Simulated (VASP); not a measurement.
# B (P6/mmm) in VASP: further runs, part 2 of 2

VASP 6.6.1. Earlier steps stand in the parts before.

## Step 4: Single point, PBE+D3(BJ)

This run uses another cell than the first one, of the same volume but with other edges.

Contents of INCAR:

```
PREC = Accurate ; ENCUT = 500
EDIFF = 1E-6 ; ISMEAR = 0
SIGMA = 0.15 ; LREAL = False
LASPH = True ; NELM = 120
ALGO = Normal ; ISIF = 2
LWAVE = False ; LCHARG = True
GGA = PE ; IVDW = 12
LELF = True ; LVHAR = True
NBANDS = 8 ; GGA_COMPAT = False
```

Contents of KPOINTS:

```
regular mesh
0
Gamma
  36 36 14
```

Contents of POSCAR:

```
B
1.0
    1.6749701673      0.0000000000      0.0000000000
   -0.8374850836      1.4505667154      0.0000000000
    0.0000000000      0.0000000000      3.7556155794
B
1
Direct
    0.0000000000      0.0000000000      0.0000000000
```

Potentials or basis: VASP PAW PBE potentials, release 64 (B).

Run with:

```sh
$ cat potpaw_PBE.64/B/POTCAR > POTCAR
$ mpirun -np 1 vasp_std > vasp.out
```

OUTCAR:

```text
PREC = Accurate
   ENCUT = 500
   EDIFF = 1E-6
   ISMEAR = 0
   LREAL = False
   LASPH = True
   NELM = 120
   ISIF = 2
   GGA = PE
   IVDW = 12
 IVDW          = 12

 ion  position               nearest neighbor table
   1  0.000  0.000  0.000-

  LATTYP: Found a hexagonal cell.
 ALAT       =     1.6749701673
 C/A-ratio  =     2.2421984897

  Lattice vectors:

 A1 = (   1.6749701673,   0.0000000000,   0.0000000000)
 A2 = (  -0.8374850836,   1.4505667154,   0.0000000000)
 A3 = (   0.0000000000,   0.0000000000,   3.7556155794)

Analysis of symmetry for initial positions (statically):
=====================================================================
 Subroutine PRICEL returns:
 Original cell was already a primitive cell.

 Routine SETGRP: Setting up the symmetry group for a
 hexagonal supercell.

 Subroutine GETGRP returns: Found 24 space group operations
 (whereof 24 operations were pure point group operations)
 out of a pool of 24 trial point group operations.

The static configuration has the point symmetry D_6h.

Analysis of symmetry for dynamics (positions and initial velocities):
=====================================================================
[... 163 lines left out ...]

 k-point     1 :       0.0000    0.0000    0.0000
  band No.  band energies     occupation
      1     -12.2892      2.00000
      2      -2.0361      2.00000
      3       7.3222      0.00000
      4      29.2483      0.00000
      5      31.3776      0.00000
      6      31.3776      0.00000
      7      34.8938      0.00000
      8      52.9657      0.00000
[... 243 lines left out ...]
 k-point    24 :       0.1389    0.0278    0.0000
  band No.  band energies     occupation
      1     -11.1691      2.00000
      2      -0.4066      2.00000
      3       8.7420      0.00000
      4      25.9288      0.00000
      5      28.2332      0.00000
      6      30.5338      0.00000
      7      37.3027      0.00000
      8      45.5072      0.00000

 [... further k-points ...]

------------------------ aborting loop because EDIFF is reached ----------------------------------------

 Edisp (eV)   -0.15695

 E8    (eV) :    -0.0511

  FORCE on cell =-STRESS in cart. coord.  units (eV):
  Direction    XX          YY          ZZ          XY          YZ          ZX
  --------------------------------------------------------------------------------------
  -------------------------------------------------------------------------------------
  Total       0.92270     0.92270    -0.15753     0.00000     0.00000     0.00000
  in kB     162.01152   162.01152   -27.65989     0.00000     0.00000     0.00000
  external pressure =       98.79 kB  Pullay stress =        0.00 kB

 VOLUME and BASIS-vectors are now :
 -----------------------------------------------------------------------------
  energy-cutoff  :      500.00
  volume of cell :        9.12
      direct lattice vectors                 reciprocal lattice vectors
     1.674970167  0.000000000  0.000000000     0.597025559  0.344692867  0.000000000
    -0.837485084  1.450566715  0.000000000     0.000000000  0.689385734  0.000000000
     0.000000000  0.000000000  3.755615579     0.000000000  0.000000000  0.266267934

 POSITION                                       TOTAL-FORCE (eV/Angst)
 -----------------------------------------------------------------------------------
      0.00000      0.00000      0.00000         0.000000      0.000000      0.000000
 -----------------------------------------------------------------------------------
    total drift:                               -0.000000      0.000000     -0.000000

  FREE ENERGIE OF THE ION-ELECTRON SYSTEM (eV)
  ---------------------------------------------------
  free  energy   TOTEN  =        -6.1318248080 eV

  energy  without entropy=       -6.1295787805  energy(sigma->0) =       -6.13070179
```

OSZICAR:

```text
N       E                     dE             d eps       ncg     rms          rms(c)
DAV:   1    -0.235816390865E+01   -0.23582E+01   -0.15098E+03 17024   0.282E+02
DAV:   2    -0.652399993764E+01   -0.41658E+01   -0.38909E+01 22392   0.446E+01
DAV:   3    -0.653319887439E+01   -0.91989E-02   -0.91943E-02 18504   0.232E+00
DAV:   4    -0.653320243924E+01   -0.35649E-05   -0.35651E-05 24928   0.402E-02
DAV:   5    -0.653320243971E+01   -0.47186E-09   -0.47585E-09 18416   0.249E-04    0.344E+00
DAV:   6    -0.611239740761E+01    0.42081E+00   -0.36586E-01 17080   0.235E+00    0.192E+00
DAV:   7    -0.597350805945E+01    0.13889E+00   -0.37431E-01 18128   0.230E+00    0.398E-01
DAV:   8    -0.597469542048E+01   -0.11874E-02   -0.14623E-03 17936   0.249E-01    0.638E-02
DAV:   9    -0.597482839231E+01   -0.13297E-03   -0.22739E-04 20792   0.639E-02    0.237E-02
DAV:  10    -0.597487790503E+01   -0.49513E-04   -0.76677E-05 18528   0.397E-02    0.396E-03
DAV:  11    -0.597487688322E+01    0.10218E-05   -0.30035E-06 19200   0.716E-03    0.106E-03
DAV:  12    -0.597487692503E+01   -0.41813E-07   -0.12199E-07 17240   0.190E-03
   1 F= -.61318248E+01 E0= -.61307018E+01  d E =-.224603E-02
```

stdout:

```text
POSCAR found type information on POSCAR B
 POSCAR found :  1 types and       1 ions
 scaLAPACK will be used
 LDA part: xc-table for (Slater+PW92), standard interpolation
 POSCAR, INCAR and KPOINTS ok, starting setup
 FFT: planning ... GRIDC
 FFT: planning ... GRID_SOFT
 FFT: planning ... GRID
 WAVECAR not read
 entering main loop
```

Wall time 38 s (1 thread of Intel Xeon Platinum 8488C (Sapphire Rapids), shared host); peak memory 0.16 GiB.

Results:

* Free energy: -6.1318 eV
* Pressure: 9.9 GPa
* Band gap on the k mesh: zero (an odd number of electrons rules out a gap without spin polarisation)
* Dispersion energy per atom: -0.157 eV

Levels at points of the mesh, in eV from the Fermi level:
```csv
k point,band 1,band 2,band 3,band 4,band 5
"(0.00, 0.00, 0.00)",-17.60,-7.35,2.01,23.93,26.06
"(0.50, 0.00, 0.00)",-9.16,1.49,6.36,14.37,16.86
"(0.00, 0.00, 0.50)",-17.36,-8.89,8.05,12.39,26.07
"(0.50, 0.00, 0.50)",-9.11,1.81,5.52,11.74,16.88
```

Caveat: the cell stands under pressure.

## Step 5: Overview

| cell | gap on the mesh (eV) | pressure (GPa) |
| --- | --- | --- |
| a = 1.750, b = 1.750, c = 3.439 Å, angles 90.0, 90.0, 120.0°, 1 atom | none | -13.9 |
| a = 1.726, b = 1.726, c = 3.538 Å, angles 90.0, 90.0, 120.0°, 1 atom | none | -6.9 |
| a = 1.675, b = 1.675, c = 3.756 Å, angles 90.0, 90.0, 120.0°, 1 atom | none | 9.9 |

Alike in all rows: task single point; level PBE+D3(BJ); potentials or basis VASP PAW PBE potentials, release 64 (B); no spin polarisation; k mesh 36 × 36 × 14; cutoff (eV) 500; smearing gaussian 0.15 eV.

Caveats: the cell stands under tension (at least some runs); the cell stands under pressure (at least some runs).

Total energies depend on the potentials used, so only differences within one code and one set of settings carry meaning.
